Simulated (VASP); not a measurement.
# GeBiO4 (F-43m) in VASP: notebook

Runs on GeBiO4. Level: PBE. Tasks: single point, relaxation of cell and atoms.

Everything below comes from runs of VASP 6.6.1. Logs are shortened: lines on timing, memory, paths and dates and some standing lists are left out, and cuts for length are marked.

## Step 1: The cell of the first run

Symmetry: F-43m, No. 216, cubic system. Conventional cell: a = 6.658 Å, b = 6.658 Å, c = 6.658 Å, α = 90.00°, β = 90.00°, γ = 90.00°. Within 3.6 Å of Ge (site symmetry -43m) lie 12 O at 2.76 Å and 4 Bi at 2.88 Å. Bi (site symmetry -43m) has 12 O at 2.76 Å and 4 Ge at 2.88 Å within 3.6 Å. Within 3.1 Å of O (site symmetry 3m) lie 6 O at 2.33 to 2.37 Å and 3 Ge at 2.76 Å and 3 Bi at 2.76 Å.

The cell was generated, and may not be a known phase.

## Step 2: Single point, PBE

Contents of INCAR:

```
SYSTEM = GeBiO4
  PREC = Accurate
  ENCUT = 520
  EDIFF = 1E-6
  ISMEAR = 0
  SIGMA = 0.1
  LREAL = .FALSE.
  LASPH = .TRUE.
  NELM = 60
  ALGO = Normal
  ISIF = 2
  LWAVE = .FALSE.
  LCHARG = .FALSE.
  GGA = PE
  NBANDS = 36
```

Contents of KPOINTS:

```
regular mesh
0
G
  4 4 4
  0 0 0
```

Contents of POSCAR:

```
GeBiO4
1.0
    0.0000000000      3.3291499102      3.3291499102
    3.3291499102      0.0000000000      3.3291499102
    3.3291499102      3.3291499102      0.0000000000
Ge Bi O
1 1 4
Direct
    0.5000000000      0.5000000000      0.5000000000
    0.2500000000      0.2500000000      0.2500000000
    0.8739215587      0.8739215587      0.3782353240
    0.3782353240      0.8739215587      0.8739215587
    0.8739215587      0.3782353240      0.8739215587
    0.8739215587      0.8739215587      0.8739215587
```

Potentials or basis: VASP PAW PBE potentials, release 64 (Ge_d, Bi_d, O).

Command:

```
cat potpaw_PBE.64/Ge_d/POTCAR potpaw_PBE.64/Bi_d/POTCAR potpaw_PBE.64/O/POTCAR > POTCAR
mpirun -np 1 vasp_std > vasp.out
```

OUTCAR:

```text
SYSTEM = GeBiO4
   PREC = Accurate
   ENCUT = 520
   EDIFF = 1E-6
   ISMEAR = 0
   LREAL = .FALSE.
   LASPH = .TRUE.
   NELM = 60
   ISIF = 2
   GGA = PE

 ion  position               nearest neighbor table
   1  0.500  0.500  0.500-   2 2.88   2 2.88   2 2.88   2 2.88
   2  0.250  0.250  0.250-   3 2.76   4 2.76   5 2.76   6 2.76   6 2.76   6 2.76   4 2.76   5 2.76
                             3 2.76   3 2.76   4 2.76   5 2.76   1 2.88   1 2.88   1 2.88   1 2.88
   3  0.874  0.874  0.378-   2 2.76   2 2.76   2 2.76
   4  0.378  0.874  0.874-   2 2.76   2 2.76   2 2.76
   5  0.874  0.378  0.874-   2 2.76   2 2.76   2 2.76
   6  0.874  0.874  0.874-   2 2.76   2 2.76   2 2.76

  LATTYP: Found a face centered cubic cell.
 ALAT       =     6.6582998204

  Lattice vectors:

 A1 = (   0.0000000000,   3.3291499102,   3.3291499102)
 A2 = (   3.3291499102,   0.0000000000,   3.3291499102)
 A3 = (   3.3291499102,   3.3291499102,   0.0000000000)

Analysis of symmetry for initial positions (statically):
=====================================================================
 Subroutine PRICEL returns:
 Original cell was already a primitive cell.

 Routine SETGRP: Setting up the symmetry group for a
 face centered cubic supercell.

 Subroutine GETGRP returns: Found 24 space group operations
 (whereof 24 operations were pure point group operations)
 out of a pool of 48 trial point group operations.

The static configuration has the point symmetry T_d .

Analysis of symmetry for dynamics (positions and initial velocities):
=====================================================================
 Subroutine PRICEL returns:
 Original cell was already a primitive cell.

 Routine SETGRP: Setting up the symmetry group for a
 face centered cubic supercell.

 Subroutine GETGRP returns: Found 24 space group operations
 (whereof 24 operations were pure point group operations)
 out of a pool of 48 trial point group operations.

The dynamic configuration has the point symmetry T_d .

 Subroutine INISYM returns: Found 24 space group operations
 (whereof 24 operations are pure point group operations),
 and found     1 'primitive' translations

----------------------------------------------------------------------------------------

                                     Primitive cell

  volume of cell :      73.7955

  direct lattice vectors                    reciprocal lattice vectors
     0.000000000  3.329149910  3.329149910    -0.150188491  0.150188491  0.150188491
     3.329149910  0.000000000  3.329149910     0.150188491 -0.150188491  0.150188491
     3.329149910  3.329149910  0.000000000     0.150188491  0.150188491 -0.150188491

  length of vectors
     4.708128954  4.708128954  4.708128954     0.260134096  0.260134096  0.260134096

  position of ions in fractional coordinates (direct lattice)
     0.500000000  0.500000000  0.500000000
     0.250000000  0.250000000  0.250000000
     0.873921559  0.873921559  0.378235324
     0.378235324  0.873921559  0.873921559
     0.873921559  0.378235324  0.873921559
     0.873921559  0.873921559  0.873921559

  ion indices of the primitive-cell ions
   primitive index   ion index
                 1           1
                 2           2
                 3           3
                 4           4
                 5           5
                 6           6

----------------------------------------------------------------------------------------

 KPOINTS: regular mesh

Automatic generation of k-mesh.
 Grid dimensions read from file:
 generate k-points for:    4    4    4

 Generating k-lattice:

  Cartesian coordinates                     Fractional coordinates (reciprocal lattice)
    -0.037547123  0.037547123  0.037547123     0.250000000  0.000000000  0.000000000
     0.037547123 -0.037547123  0.037547123     0.000000000  0.250000000  0.000000000
     0.037547123  0.037547123 -0.037547123     0.000000000  0.000000000  0.250000000

  Length of vectors
     0.065033524  0.065033524  0.065033524

  Shift w.r.t. Gamma in fractional coordinates (k-lattice)
     0.000000000  0.000000000  0.000000000

 Subroutine IBZKPT returns following result:
 ===========================================

 Found      8 irreducible k-points:

 Following reciprocal coordinates:
            Coordinates               Weight
  0.000000  0.000000  0.000000      1.000000
  0.250000  0.000000  0.000000      8.000000
  0.500000  0.000000  0.000000      4.000000
  0.250000  0.250000  0.000000      6.000000
  0.500000  0.250000  0.000000     24.000000
 -0.250000  0.250000  0.000000     12.000000
  0.500000  0.500000  0.000000      3.000000
 -0.250000  0.500000  0.250000      6.000000
   k-points           NKPTS =      8   k-points in BZ     NKDIM =      8   number of bands    NBANDS=     36
   number of dos      NEDOS =    301   number of ions     NIONS =      6
   total plane-waves  NPLWV =  46656
   dimension x,y,z NGX =    36 NGY =   36 NGZ =   36
[... 51 lines left out ...]

 number of electron      53.0000001 magnetization

 Free energy of the ion-electron system (eV)
  ---------------------------------------------------
  ext. energy  EPLUGINS =         0.00000000
  ---------------------------------------------------
  free energy    TOTEN  =       -23.29402316 eV

  energy without entropy =      -23.24693652  energy(sigma->0) =      -23.27047984

 E-fermi :   6.4524     XC(G=0): -11.6815

 val. band max:        6.3726074627   @ k =  -0.2500   0.2500   0.0000
 cond. band min:       6.4534571281   @ k =   0.2500   0.2500   0.0000
 fundamental gap:      0.0808496654
 Fermi energy:         6.4524084354

 k-point     1 :       0.0000    0.0000    0.0000
  band No.  band energies     occupation
      1     -19.1999      2.00000
      2     -19.1999      2.00000
      3     -19.1999      2.00000
      4     -19.1824      2.00000
      5     -19.1824      2.00000
      6     -17.2115      2.00000
[... 28 lines left out ...]
     35      19.7063      0.00000
     36      19.7142      0.00000

 k-point     2 :       0.2500    0.0000    0.0000
  band No.  band energies     occupation
      1     -19.2002      2.00000
      2     -19.2002      2.00000
      3     -19.1997      2.00000
      4     -19.1820      2.00000
      5     -19.1820      2.00000
      6     -17.2142      2.00000
[... 28 lines left out ...]
     35      18.5557      0.00000
     36      18.5557      0.00000

 k-point     3 :       0.5000    0.0000    0.0000
  band No.  band energies     occupation
      1     -19.2002      2.00000
      2     -19.2002      2.00000
      3     -19.1997      2.00000
      4     -19.1818      2.00000
      5     -19.1818      2.00000
      6     -17.2169      2.00000
[... 28 lines left out ...]
     35      17.9882      0.00000
     36      17.9882      0.00000

 k-point     4 :       0.2500    0.2500    0.0000
  band No.  band energies     occupation
      1     -19.2001      2.00000
      2     -19.2001      2.00000
      3     -19.2001      2.00000
      4     -19.1827      2.00000
      5     -19.1811      2.00000
      6     -17.2190      2.00000
[... 28 lines left out ...]
     35      17.3781      0.00000
     36      19.5489      0.00000

 k-point     5 :       0.5000    0.2500    0.0000
  band No.  band energies     occupation
      1     -19.2020      2.00000
      2     -19.2003      2.00000
      3     -19.1982      2.00000
      4     -19.1825      2.00000
      5     -19.1808      2.00000
      6     -17.2176      2.00000
[... 28 lines left out ...]
     35      17.8099      0.00000
     36      18.6594      0.00000

 k-point     6 :      -0.2500    0.2500    0.0000
  band No.  band energies     occupation
      1     -19.2018      2.00000
      2     -19.2005      2.00000
      3     -19.1981      2.00000
      4     -19.1818      2.00000
      5     -19.1816      2.00000
      6     -17.2117      2.00000
[... 28 lines left out ...]
     35      17.7668      0.00000
     36      18.5940      0.00000

 k-point     7 :       0.5000    0.5000    0.0000
  band No.  band energies     occupation
      1     -19.2003      2.00000
      2     -19.2003      2.00000
      3     -19.1998      2.00000
      4     -19.1835      2.00000
      5     -19.1798      2.00000
      6     -17.2263      2.00000
[... 28 lines left out ...]
     35      18.6900      0.00000
     36      19.0095      0.00000

 k-point     8 :      -0.2500    0.5000    0.2500
  band No.  band energies     occupation
      1     -19.2027      2.00000
      2     -19.2006      2.00000
      3     -19.1974      2.00000
      4     -19.1823      2.00000
      5     -19.1807      2.00000
      6     -17.2120      2.00000
[... 28 lines left out ...]
     35      17.7705      0.00000
     36      17.9073      0.00000

------------------------ aborting loop because EDIFF is reached ----------------------------------------

  FORCE on cell =-STRESS in cart. coord.  units (eV):
  Direction    XX          YY          ZZ          XY          YZ          ZX
  --------------------------------------------------------------------------------------
  -------------------------------------------------------------------------------------
  Total       -0.0857957     -0.0857957     -0.0857957      0.0000000      0.0000000     -0.0000000
  in kB       -1.8627135     -1.8627135     -1.8627135      0.0000000      0.0000000     -0.0000000
  external PRESSURE =      -1.8627135 kB  Pullay stress =       0.0000000 kB

 VOLUME and BASIS-vectors are now :
 -----------------------------------------------------------------------------
  energy-cutoff  :      520.00
  volume of cell :       73.80
      direct lattice vectors                 reciprocal lattice vectors
     0.000000000  3.329149910  3.329149910    -0.150188491  0.150188491  0.150188491
     3.329149910  0.000000000  3.329149910     0.150188491 -0.150188491  0.150188491
     3.329149910  3.329149910  0.000000000     0.150188491  0.150188491 -0.150188491

 POSITION                                       TOTAL-FORCE (eV/Angst)
 -----------------------------------------------------------------------------------
      3.32915      3.32915      3.32915        -0.000000     -0.000000     -0.000000
      1.66457      1.66457      1.66457        -0.000000     -0.000000     -0.000000
      4.16862      4.16862      5.81883        -0.000949     -0.000949      0.000949
      5.81883      4.16862      4.16862         0.000949     -0.000949     -0.000949
      4.16862      5.81883      4.16862        -0.000949      0.000949     -0.000949
      5.81883      5.81883      5.81883         0.000949      0.000949      0.000949
 -----------------------------------------------------------------------------------
    total drift:                               -0.000000     -0.000000     -0.000000

  FREE ENERGIE OF THE ION-ELECTRON SYSTEM (eV)
  ---------------------------------------------------
  free  energy   TOTEN  =       -23.2940231607 eV

  energy  without entropy=      -23.2469365167  energy(sigma->0) =      -23.27047984
```

It took 43 s on 1 thread of Intel Xeon 8259CL, shared host; peak memory 0.21 GiB.

Results:

| Quantity | Value |
| --- | --- |
| Free energy | -23.2940 eV |
| Pressure | -0.2 GPa |
| Band gap on the k mesh | zero (an odd number of electrons rules out a gap without spin polarisation) |

Levels at points of the mesh, in eV from the Fermi level:
```tsv
k point	band 23	band 24	band 25	band 26	band 27	band 28	band 29	band 30
(0.00, 0.00, 0.00)	-1.20	-1.20	-1.20	-0.28	-0.28	-0.28	0.55	0.55
(0.50, 0.00, 0.00)	-2.14	-1.73	-1.47	-0.25	0.38	0.46	0.46	1.36
(0.50, 0.50, 0.00)	-1.89	-1.89	-1.73	-1.55	0.41	0.41	1.41	1.41
```

Caveat: the k points lie up to 0.41 Å⁻¹ apart, too coarse for converged energies and pressures of a metal; spin-orbit coupling is left out, which moves the levels of the heavy elements; an odd number of electrons without spin polarisation forces a metal; a magnetic or distorted state may lie lower.

## Step 3: Single point, PBE

This run uses another cell than the first one, of 14.06 Å³/atom.

Contents of INCAR:

```
PREC = Accurate
ENCUT = 520
EDIFF = 1E-7
ISMEAR = 0
SIGMA = 0.1
LREAL = F
LASPH = T
NELM = 100
ALGO = Normal
ISIF = 2
LWAVE = F
LCHARG = F
GGA = PE
NBANDS = 36
```

Contents of KPOINTS:

```
Automatic mesh
0
Gamma
  4 4 4
```

Contents of POSCAR:

```
GeBiO4
1.0
    0.0000000000      3.4810413700      3.4810413700
    3.4810413700      0.0000000000      3.4810413700
    3.4810413700      3.4810413700      0.0000000000
Ge Bi O
1 1 4
Direct
    0.5000000000      0.5000000000      0.5000000000
    0.2500000000      0.2500000000      0.2500000000
    0.8751941800      0.8751941800      0.3744174500
    0.3744174500      0.8751941800      0.8751941800
    0.8751941800      0.3744174500      0.8751941800
    0.8751941800      0.8751941800      0.8751941800
```

Potentials or basis: VASP PAW PBE potentials, release 64 (Ge_d, Bi_d, O).

Command:

```
cat potpaw_PBE.64/Ge_d/POTCAR potpaw_PBE.64/Bi_d/POTCAR potpaw_PBE.64/O/POTCAR > POTCAR
mpirun -np 1 vasp_std > vasp.out
```

Run time: 63 s. Hardware: 1 thread of Intel Xeon 8259CL, shared host; peak memory 0.25 GiB.

Results (log left out):

* Free energy: -22.8854 eV
* Pressure: -11.1 GPa
* Largest force: 0.030 eV/Å
* Band gap on the k mesh: zero (an odd number of electrons rules out a gap without spin polarisation)

Forces in eV/Å, atoms in the order of the input:
```
Ge   0.000  0.000  0.000
Bi   0.000  0.000  0.000
O    0.017  0.017 -0.017
O   -0.017  0.017  0.017
O    0.017 -0.017  0.017
O   -0.017 -0.017 -0.017
```

Levels at points of the mesh, in eV from the Fermi level:
| k point | band 23 | band 24 | band 25 | band 26 | band 27 | band 28 | band 29 | band 30 |
| --- | --- | --- | --- | --- | --- | --- | --- | --- |
| (0.00, 0.00, 0.00) | -1.00 | -1.00 | -1.00 | -0.22 | -0.22 | -0.22 | 0.45 | 0.45 |
| (0.50, 0.00, 0.00) | -1.76 | -1.47 | -1.38 | -0.20 | 0.09 | 0.38 | 0.38 | 1.16 |
| (0.50, 0.50, 0.00) | -1.62 | -1.56 | -1.53 | -1.53 | 0.34 | 0.34 | 1.19 | 1.19 |

Caveat: the k points lie up to 0.39 Å⁻¹ apart, too coarse for converged energies and pressures of a metal; spin-orbit coupling is left out, which moves the levels of the heavy elements; an odd number of electrons without spin polarisation forces a metal; a magnetic or distorted state may lie lower.

## Step 4: Relaxation of cell and atoms, PBE

This run uses another cell than the first one, of 14.06 Å³/atom.

Contents of INCAR:

```
PREC = Accurate
ENCUT = 600
EDIFF = 1E-6
ISMEAR = 0
SIGMA = 0.1
LREAL = False
LASPH = True
NELM = 80
ALGO = Normal
ISIF = 3
LWAVE = False
LCHARG = False
GGA = PE
IBRION = 2
NSW = 90
EDIFFG = -0.04
```

KPOINTS is that of step 3.

POSCAR is that of step 3.

Command:

```
cat potpaw_PBE.64/Ge_d/POTCAR potpaw_PBE.64/Bi_d/POTCAR potpaw_PBE.64/O/POTCAR > POTCAR
mpirun -np 1 vasp_std > vasp.out
```

Wall time 3.4 min (1 thread of Intel Xeon 8259CL, shared host); peak memory 0.27 GiB.

Results (log left out):

```
Free energy                           : -23.3184 eV
Relaxed volume                        : 12.29 Å³/atom
Relaxed cell                          : a = 4.707 Å, b = 4.707 Å, c = 4.707 Å, α = 60.00°, β = 60.00°, γ = 60.00°
Space group after relaxing (to 0.1 Å) : F-43m (No. 216)
Energy gained by relaxing             : 71.8 meV/atom
Ionic steps                           : 6
Pressure after relaxing               : -0.2 GPa
Largest force after relaxing          : 0.006 eV/Å
Band gap on the k mesh                : zero (an odd number of electrons rules out a gap without spin polarisation)
```

Forces in eV/Å, atoms in the order of the input:
```
Ge   0.000  0.000  0.000
Bi   0.000  0.000  0.000
O    0.004  0.004 -0.004
O   -0.004  0.004  0.004
O    0.004 -0.004  0.004
O   -0.004 -0.004 -0.004
```

Step by step:
| step | energy change (eV) | largest force (eV/Å) | pressure (GPa) | volume (Å³) |
| --- | --- | --- | --- | --- |
| 1 | 0.0000 | 0.0302 | -11.17 | 84.36 |
| 2 | -0.4272 | 0.0642 | 0.99 | 72.95 |
| 3 | -0.4291 | 0.0622 | 0.03 | 73.56 |
| 4 | -0.4290 | 0.0617 | -0.27 | 73.77 |
| 5 | -0.4296 | 0.0486 | -0.26 | 73.76 |
| 6 | -0.4307 | 0.0064 | -0.22 | 73.73 |

Final structure:
```
Ge Bi O
1.0
     0.00000    3.32815    3.32815
     3.32815    0.00000    3.32815
     3.32815    3.32815    0.00000
Ge Bi O
1 1 4
Direct
  0.50000 0.50000 0.50000
  0.25000 0.25000 0.25000
  0.87408 0.87408 0.37777
  0.37777 0.87408 0.87408
  0.87408 0.37777 0.87408
  0.87408 0.87408 0.87408
```

Levels at points of the mesh, in eV from the Fermi level:
```tsv
k point	band 24	band 25	band 26	band 27	band 28	band 29
(0.00, 0.00, 0.00)	-1.20	-1.20	-0.28	-0.28	-0.28	0.55
(0.50, 0.00, 0.00)	-1.72	-1.48	-0.25	0.38	0.46	0.46
(0.50, 0.50, 0.00)	-1.89	-1.73	-1.56	0.41	0.41	1.41
```

Caveat: the k points lie up to 0.41 Å⁻¹ apart in the final cell, too coarse for converged energies and pressures of a metal; spin-orbit coupling is left out, which moves the levels of the heavy elements; an odd number of electrons without spin polarisation forces a metal; a magnetic or distorted state may lie lower.

## Step 5: The runs side by side

```tsv
task	cell	cutoff (eV)	gap on the mesh (eV)	pressure (GPa)	largest force (eV/Å)
single point	a = 4.708 Å, angles 60.0°, 6 atoms, atomic positions A	520	none	-0.2	-
single point	a = 4.923 Å, angles 60.0°, 6 atoms, atomic positions B	520	none	-11.1	0.03
relaxation of cell and atoms	relaxed from a = 4.923 Å, angles 60.0°, 6 atoms, atomic positions B	600	none	-0.2	0.01
```

Alike in all rows: level PBE; potentials or basis VASP PAW PBE potentials, release 64 (Ge_d, Bi_d, O); no spin polarisation; k mesh 4 × 4 × 4; smearing gaussian 0.1 eV.

Caveats: all runs use coarse meshes; spin-orbit coupling is left out, which moves the levels of the heavy elements; an odd number of electrons without spin polarisation forces a metal; a magnetic or distorted state may lie lower.

Total energies depend on the potentials used, so only differences within one code and one set of settings carry meaning.

The gap in the log of VASP goes by the Fermi energy; the results here count the filled bands.